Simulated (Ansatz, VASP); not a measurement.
# GaH6: VASP beside Ansatz

File INCAR:

```
SYSTEM = GaH6
PREC     = Accurate       ! precision mode
ENCUT    = 520            ! plane-wave cutoff, eV
EDIFF    = 1E-7           ! SCF threshold, eV
ISMEAR   = 0              ! smearing method
SIGMA    = 0.1            ! smearing width, eV
LREAL    = .FALSE.        ! projectors in reciprocal space
LASPH    = .TRUE.         ! aspherical terms in the spheres
NELM     = 80             ! most SCF steps
ALGO     = Normal         ! electronic algorithm
ISIF     = 2              ! what is computed and relaxed
LWAVE    = .FALSE.        ! write WAVECAR
LCHARG   = .TRUE.         ! write CHGCAR
GGA      = PE             ! functional
LELF     = .TRUE.         ! ELF
LVHAR    = .TRUE.       
NBANDS   = 18             ! bands
```

File KPOINTS:

```
Automatic mesh
0
G
  4 4 4
  0 0 0
```

File POSCAR:

```
GaH6
1.0
    3.9250345000      0.0000000000      0.0000000000
    0.0000000000      3.9250345000      0.0000000000
    0.0000000000      0.0000000000      3.9250345000
Ga H
1 6
Direct
    0.0000000000      0.0000000000      0.0000000000
    0.1975000100      0.5000000000      0.5000000000
    0.5000000000      0.1975000100      0.5000000000
    0.8024999900      0.5000000000      0.5000000000
    0.5000000000      0.8024999900      0.5000000000
    0.5000000000      0.5000000000      0.1975000100
    0.5000000000      0.5000000000      0.8024999900
```

Input for Ansatz:

```yaml
crystal:
  lattice:
    - [3.9250345, 0.0, 0.0]
    - [0.0, 3.9250345, 0.0]
    - [0.0, 0.0, 3.9250345]
  atoms:
    - { symbol: Ga, position: [0.0, 0.0, 0.0] }
    - { symbol: H, position: [0.19750001, 0.5, 0.5] }
    - { symbol: H, position: [0.5, 0.19750001, 0.5] }
    - { symbol: H, position: [0.80249999, 0.5, 0.5] }
    - { symbol: H, position: [0.5, 0.80249999, 0.5] }
    - { symbol: H, position: [0.5, 0.5, 0.19750001] }
    - { symbol: H, position: [0.5, 0.5, 0.80249999] }
basis:
  ecutwfc: 420
kpoints:
  mp_grid: { grid: [4, 4, 4] }
hamiltonian:
  xc: pbe
scf:
  occupations: { method: gaussian, width: 0.1 }
  lower_state_search: "off"
output:
  forces: true
  stress: true
  eigenvalues: true
```

Change from the starting cell: species swapped into the LaB6 type (Pm-3m, No. 221).

Alike in both runs: task single point; functional PBE; k mesh 4 × 4 × 4; occupations gaussian, width 0.1 eV; no spin polarisation.

|  | VASP | Ansatz |
| --- | --- | --- |
| version | VASP 6.6.1 | Ansatz 0.2.0 |
| potentials or method | VASP PAW PBE potentials, release 64 (Ga_d, H), cutoff 520 eV | scalar-relativistic, plane waves, PAW |
| valence electrons in the cell | 19 | 19 |

|  | VASP | Ansatz | Ansatz less VASP |
| --- | --- | --- | --- |
| gap on the k mesh at the Fermi level (eV) | none | none | - |
| pressure (GPa) | -10.3 | -10.1 | +0.14 |
| rms of the force components (eV/Å) | 0.737 | 0.737 | -0.0002 |

Atom by atom the forces differ by 0.000 eV/Å (rms over components). A gap of «none» marks a metal or a gap that the smearing closes.

The k mesh is coarse, so the values compare programs but aren't converged.
